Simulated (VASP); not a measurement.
# Mg (Fm-3m) in VASP: single point with PBE

Aim: the single point of Mg with PBE.

All numbers are computed with VASP 6.6.1; they aren't measurements. Logs are shortened: lines on timing, memory, paths and dates and some standing lists are left out, and cuts for length are marked.

## Step 1: The cell of the first run

The structure is cubic, space group Fm-3m (No. 225). The conventional cell has a = 4.531 Å, b = 4.531 Å, c = 4.531 Å, α = 90.00°, β = 90.00°, γ = 90.00°. Within 4.2 Å of Mg (site symmetry m-3m) lie 12 Mg at 3.20 Å.

## Step 2: Single point, PBE

Contents of INCAR:

```
ALGO = Normal ; EDIFF = 1E-6
ENCUT = 600 ; GGA = PE
GGA_COMPAT = False ; ISIF = 2
ISMEAR = 0 ; LASPH = True
LCHARG = True ; LELF = True
LREAL = False ; LVHAR = True
LWAVE = False ; NBANDS = 7
NELM = 120 ; PREC = Accurate
SIGMA = 0.05
```

Contents of KPOINTS:

```
k-points
0
Gamma
  16 16 16
```

Contents of POSCAR:

```
Mg
1.0
    0.0000000000      2.2656375687      2.2656375687
    2.2656375687      0.0000000000      2.2656375687
    2.2656375687      2.2656375687      0.0000000000
Mg
1
Direct
    0.0000000000      0.0000000000      0.0000000000
```

Potentials or basis: VASP PAW PBE potentials, release 64 (Mg).

On the command line:

```
$ cat potpaw_PBE.64/Mg/POTCAR > POTCAR
$ mpirun -np 1 vasp_std > vasp.out
```

OUTCAR:

```text
EDIFF = 1E-6
   ENCUT = 600
   GGA = PE
   ISIF = 2
   ISMEAR = 0
   LASPH = True
   LREAL = False
   NELM = 120
   PREC = Accurate

 ion  position               nearest neighbor table
   1  0.000  0.000  0.000-

  LATTYP: Found a face centered cubic cell.
 ALAT       =     4.5312751374

  Lattice vectors:

 A1 = (   0.0000000000,   2.2656375687,   2.2656375687)
 A2 = (   2.2656375687,   0.0000000000,   2.2656375687)
 A3 = (   2.2656375687,   2.2656375687,   0.0000000000)

Analysis of symmetry for initial positions (statically):
=====================================================================
 Subroutine PRICEL returns:
 Original cell was already a primitive cell.

 Routine SETGRP: Setting up the symmetry group for a
 face centered cubic supercell.

 Subroutine GETGRP returns: Found 48 space group operations
 (whereof 48 operations were pure point group operations)
 out of a pool of 48 trial point group operations.

The static configuration has the point symmetry O_h .

Analysis of symmetry for dynamics (positions and initial velocities):
=====================================================================
 Subroutine PRICEL returns:
 Original cell was already a primitive cell.

 Routine SETGRP: Setting up the symmetry group for a
 face centered cubic supercell.

 Subroutine GETGRP returns: Found 48 space group operations
 (whereof 48 operations were pure point group operations)
 out of a pool of 48 trial point group operations.

The dynamic configuration has the point symmetry O_h .

 Subroutine INISYM returns: Found 48 space group operations
 (whereof 48 operations are pure point group operations),
 and found     1 'primitive' translations

----------------------------------------------------------------------------------------

                                     Primitive cell

  volume of cell :      23.2596

  direct lattice vectors                    reciprocal lattice vectors
     0.000000000  2.265637569  2.265637569    -0.220688431  0.220688431  0.220688431
     2.265637569  0.000000000  2.265637569     0.220688431 -0.220688431  0.220688431
     2.265637569  2.265637569  0.000000000     0.220688431  0.220688431 -0.220688431

  length of vectors
     3.204095377  3.204095377  3.204095377     0.382243575  0.382243575  0.382243575

  position of ions in fractional coordinates (direct lattice)
     0.000000000  0.000000000  0.000000000

  ion indices of the primitive-cell ions
   primitive index   ion index
                 1           1

----------------------------------------------------------------------------------------

 KPOINTS: k-points

Automatic generation of k-mesh.
 Grid dimensions read from file:
 generate k-points for:   16   16   16

 Generating k-lattice:

  Cartesian coordinates                     Fractional coordinates (reciprocal lattice)
    -0.013793027  0.013793027  0.013793027     0.062500000  0.000000000  0.000000000
     0.013793027 -0.013793027  0.013793027     0.000000000  0.062500000  0.000000000
     0.013793027  0.013793027 -0.013793027     0.000000000  0.000000000  0.062500000

  Length of vectors
     0.023890223  0.023890223  0.023890223

  Shift w.r.t. Gamma in fractional coordinates (k-lattice)
     0.000000000  0.000000000  0.000000000

 Subroutine IBZKPT returns following result:
 ===========================================

 Found    145 irreducible k-points:

 Following reciprocal coordinates:
            Coordinates               Weight
  0.000000  0.000000  0.000000      1.000000
  0.062500  0.000000  0.000000      8.000000
  0.125000  0.000000  0.000000      8.000000
  0.187500  0.000000  0.000000      8.000000
  0.250000  0.000000  0.000000      8.000000
  0.312500  0.000000  0.000000      8.000000
[... 16 lines left out ...]
 -0.125000  0.062500  0.000000     24.000000
 -0.062500  0.062500  0.000000     12.000000
 [... further k-points ...]
   k-points           NKPTS =    145   k-points in BZ     NKDIM =    145   number of bands    NBANDS=      7
   number of dos      NEDOS =    301   number of ions     NIONS =      1
   total plane-waves  NPLWV =  21952
   dimension x,y,z NGX =    28 NGY =   28 NGZ =   28
   dimension x,y,z NGXF=    56 NGYF=   56 NGZF=   56
   ions per type =               1
   NGX,Y,Z   is equivalent  to a cutoff of  14.53, 14.53, 14.53 a.u.
   NGXF,Y,Z  is equivalent  to a cutoff of  29.06, 29.06, 29.06 a.u.
 SYSTEM =  unknown system
   PREC   = accura    normal or accurate (medium, high low for compatibility)
   ISTART =      0    job   : 0-new  1-cont  2-samecut
   ICHARG =      2    charge: 1-file 2-atom 10-const
   ISPIN  =      1    spin polarized calculation?
   LNONCOLLINEAR =      F non collinear calculations
   LSORBIT =      F    spin-orbit coupling
   LASPH  =      T    aspherical Exc in radial PAW
   ENCUT  =  600.0 eV  44.10 Ry    6.64 a.u.   6.40  6.40  6.40*2*pi/ulx,y,z
   NELM   =    120;   NELMIN=  2; NELMDL= -5     # of ELM steps
   EDIFF  = 0.1E-05   stopping-criterion for ELM
   LREAL  =      F    real-space projection
   EDIFFG = 0.1E-04   stopping-criterion for IOM
   NSW    =      0    number of steps for IOM
   IBRION =     -1    ionic relax: 0-MD 1-quasi-New 2-CG
   NFREE  =      0    steps in history (QN), initial steepest desc. (CG)
   ISIF   =      2    stress and relaxation
   ISYM   =      2    0-nonsym 1-usesym 2-fastsym
   POTIM  = 0.5000    time-step for ionic-motion
   TEBEG  =    0.0;   TEEND  =   0.0 temperature during run
   PSTRESS=    0.0 pullay stress
   NELECT =       2.0000    total number of electrons
   NUPDOWN=      -1.0000    fix difference up-down
   EMIN   =  10.00;   EMAX   =-10.00  energy-range for DOS
   EFERMI =   0.00;   METHOD = LEGACY
   ISMEAR =     0;   SIGMA  =   0.05  broadening in eV -4-tet -1-fermi 0-gaus
   EFERMI_NEDOS =   21; number of points for ismear=-14 and -15
   IALGO  =     38    algorithm
   IMIX   =      4    mixing-type and parameters
     AMIX     =   0.40;   BMIX     =  1.00
     AMIX_MAG =   1.60;   BMIX_MAG =  1.00
  volume/ion in A,a.u.               =      23.26       156.96
  Fermi-wavevector in a.u.,A,eV,Ry     =   0.722577  1.365473  7.103849  0.522118
  Thomas-Fermi vector in A             =   1.812575
   LORBIT       =      0    0 simple, 1 ext, 2 COOP (PROOUT), +10 PAW based schemes
   GGA     = PE    functional components
   LHFCALC =     F    Hartree Fock is set to
   AEXX    =    0.0000 exact exchange contribution
   IVDW    =     0    specifies the selected vdW correction
   LEPSILON=     F    determine dielectric tensor
   LRPA    =     F    only Hartree local field effects (RPA)
 non-spin polarized calculation
 Gauss-broadening in eV      SIGMA  =   0.05
  energy-cutoff  :      600.00
  volume of cell :       23.26
 maximum number of plane-waves:       791
 NGX is ok and might be reduce to    28
   NGX = 13   NGY = 13   NGZ = 13

 number of electron       2.0000000 magnetization

 Free energy of the ion-electron system (eV)
  ---------------------------------------------------
  ext. energy  EPLUGINS =         0.00000000
  ---------------------------------------------------
  free energy    TOTEN  =        -1.49167086 eV

  energy without entropy =       -1.49081079  energy(sigma->0) =       -1.49124083

 E-fermi :   2.5375     XC(G=0):  -8.4512

 val. band max:        2.4991218402   @ k =  -0.3750   0.1875   0.0625
 cond. band min:       2.5457725391   @ k =  -0.4375   0.4375   0.0000
 fundamental gap:      0.0466506989
 Fermi energy:         2.5374757308

 k-point     1 :       0.0000    0.0000    0.0000
  band No.  band energies     occupation
      1      -4.3107      2.00000
      2      14.8321      0.00000
      3      14.8321      0.00000
      4      14.8321      0.00000
      5      16.6948      0.00000
      6      16.6948      0.00000
      7      16.6948      0.00000

 k-point     2 :       0.0625    0.0000    0.0000
  band No.  band energies     occupation
      1      -4.2246      2.00000
      2      13.4370      0.00000
      3      14.6204      0.00000
      4      14.6204      0.00000
      5      16.7508      0.00000
      6      17.0521      0.00000
      7      17.0521      0.00000

 k-point     3 :       0.1250    0.0000    0.0000
  band No.  band energies     occupation
      1      -3.9667      2.00000
      2      11.3991      0.00000
      3      14.2344      0.00000
      4      14.2344      0.00000
      5      16.4926      0.00000
      6      17.8707      0.00000
      7      17.8707      0.00000

 k-point     4 :       0.1875    0.0000    0.0000
  band No.  band energies     occupation
      1      -3.5383      2.00000
      2       9.3827      0.00000
      3      13.8923      0.00000
      4      13.8923      0.00000
      5      16.1985      0.00000
      6      17.8866      0.00000
      7      17.8866      0.00000

 k-point     5 :       0.2500    0.0000    0.0000
  band No.  band energies     occupation
      1      -2.9418      2.00000
      2       7.4624      0.00000
      3      13.6559      0.00000
      4      13.6559      0.00000
      5      15.9690      0.00000
      6      16.8819      0.00000
      7      16.8819      0.00000

 k-point     6 :       0.3125    0.0000    0.0000
  band No.  band energies     occupation
      1      -2.1802      2.00000
      2       5.6623      0.00000
      3      13.5419      0.00000
      4      13.5419      0.00000
      5      15.8494      0.00000
      6      16.0071      0.00000
      7      16.0071      0.00000

 k-point     7 :       0.3750    0.0000    0.0000
  band No.  band energies     occupation
      1      -1.2578      2.00000
      2       3.9949      0.00000
      3      13.5505      0.00000
      4      13.5505      0.00000
      5      15.2852      0.00000
      6      15.2852      0.00000
      7      15.8487      0.00000

 k-point     8 :       0.4375    0.0000    0.0000
  band No.  band energies     occupation
      1      -0.1820      2.00000
      2       2.4713      1.93876
      3      13.6591      0.00000
      4      13.6591      0.00000
      5      14.7466      0.00000
      6      14.7466      0.00000
      7      15.9345      0.00000

 k-point     9 :       0.5000    0.0000    0.0000
  band No.  band energies     occupation
      1       0.8723      2.00000
      2       1.2677      2.00000
      3      13.7514      0.00000
      4      13.7514      0.00000
      5      14.5107      0.00000
      6      14.5107      0.00000
      7      15.9970      0.00000

 k-point    10 :       0.0625    0.0625    0.0000
  band No.  band energies     occupation
      1      -4.1959      2.00000
      2      13.9412      0.00000
      3      14.0271      0.00000
      4      14.0271      0.00000
      5      16.3227      0.00000
      6      17.6904      0.00000
      7      17.6904      0.00000

 k-point    11 :       0.1250    0.0625    0.0000
  band No.  band energies     occupation
      1      -3.9953      2.00000
      2      12.0953      0.00000
      3      13.4885      0.00000
      4      14.1430      0.00000
      5      16.4155      0.00000
      6      17.6521      0.00000
      7      17.9651      0.00000
[... 51 lines left out ...]
 k-point    17 :       0.5000    0.0625    0.0000
  band No.  band energies     occupation
      1       0.6698      2.00000
      2       1.6313      2.00000
      3      12.5126      0.00000
      4      12.9645      0.00000
      5      14.2250      0.00000
      6      15.4484      0.00000
      7      17.0692      0.00000

 k-point    18 :      -0.4375    0.0625    0.0000
  band No.  band energies     occupation
      1       0.2788      2.00000
      2       2.0720      2.00000
      3      12.1824      0.00000
      4      13.3614      0.00000
      5      14.6132      0.00000
      6      15.0957      0.00000
      7      16.8950      0.00000

 k-point    19 :      -0.3750    0.0625    0.0000
  band No.  band energies     occupation
      1      -0.8417      2.00000
      2       3.5400      0.00000
      3      11.9799      0.00000
      4      13.8797      0.00000
      5      14.9074      0.00000
      6      15.1598      0.00000
      7      16.7243      0.00000

 k-point    20 :      -0.3125    0.0625    0.0000
  band No.  band energies     occupation
      1      -1.8157      2.00000
      2       5.1577      0.00000
      3      11.9173      0.00000
      4      14.4051      0.00000
      5      14.9949      0.00000
      6      15.8281      0.00000
      7      16.6863      0.00000

 k-point    21 :      -0.2500    0.0625    0.0000
  band No.  band energies     occupation
      1      -2.6308      2.00000
      2       6.9088      0.00000
      3      11.9987      0.00000
      4      14.6569      0.00000
      5      15.6305      0.00000
      6      16.4449      0.00000
      7      16.9606      0.00000

 k-point    22 :      -0.1875    0.0625    0.0000
  band No.  band energies     occupation
      1      -3.2822      2.00000
      2       8.7775      0.00000
      3      12.2273      0.00000
      4      14.8470      0.00000
      5      16.5787      0.00000
      6      16.7476      0.00000
      7      17.7733      0.00000

 k-point    23 :      -0.1250    0.0625    0.0000
  band No.  band energies     occupation
      1      -3.7665      2.00000
      2      10.7251      0.00000
      3      12.6155      0.00000
      4      15.0505      0.00000
      5      16.9958      0.00000
      6      17.4026      0.00000
      7      17.6874      0.00000

 k-point    24 :      -0.0625    0.0625    0.0000
  band No.  band energies     occupation
      1      -4.0812      2.00000
      2      12.5237      0.00000
      3      13.3151      0.00000
      4      15.0553      0.00000
      5      16.8628      0.00000
      6      17.0692      0.00000
      7      17.6778      0.00000

 [... further k-points ...]
[... 5 lines left out ...]
  --------------------------------------------------------------------------------------
  -------------------------------------------------------------------------------------
  Total       -0.0443619     -0.0443619     -0.0443619      0.0000000      0.0000000      0.0000000
  in kB       -3.0557613     -3.0557613     -3.0557613      0.0000000      0.0000000      0.0000000
  external PRESSURE =      -3.0557613 kB  Pullay stress =       0.0000000 kB

 VOLUME and BASIS-vectors are now :
 -----------------------------------------------------------------------------
  energy-cutoff  :      600.00
  volume of cell :       23.26
      direct lattice vectors                 reciprocal lattice vectors
     0.000000000  2.265637569  2.265637569    -0.220688431  0.220688431  0.220688431
     2.265637569  0.000000000  2.265637569     0.220688431 -0.220688431  0.220688431
     2.265637569  2.265637569  0.000000000     0.220688431  0.220688431 -0.220688431

 POSITION                                       TOTAL-FORCE (eV/Angst)
 -----------------------------------------------------------------------------------
      0.00000      0.00000      0.00000        -0.000000      0.000000     -0.000000
 -----------------------------------------------------------------------------------
    total drift:                                0.000000     -0.000000     -0.000000

  FREE ENERGIE OF THE ION-ELECTRON SYSTEM (eV)
  ---------------------------------------------------
  free  energy   TOTEN  =        -1.4916708605 eV

  energy  without entropy=       -1.4908107948  energy(sigma->0) =       -1.49124083
```

Run time: 33 s. Hardware: 1 thread of Intel Xeon 8259CL, shared host; peak memory 0.17 GiB.

Results:

| Item | Value |
| --- | --- |
| Free energy | -1.4917 eV |
| Pressure | -0.3 GPa |
| Band gap on the k mesh | zero (band 1 reaches 3.99 eV, above the bottom of band 2 at 1.27 eV) |
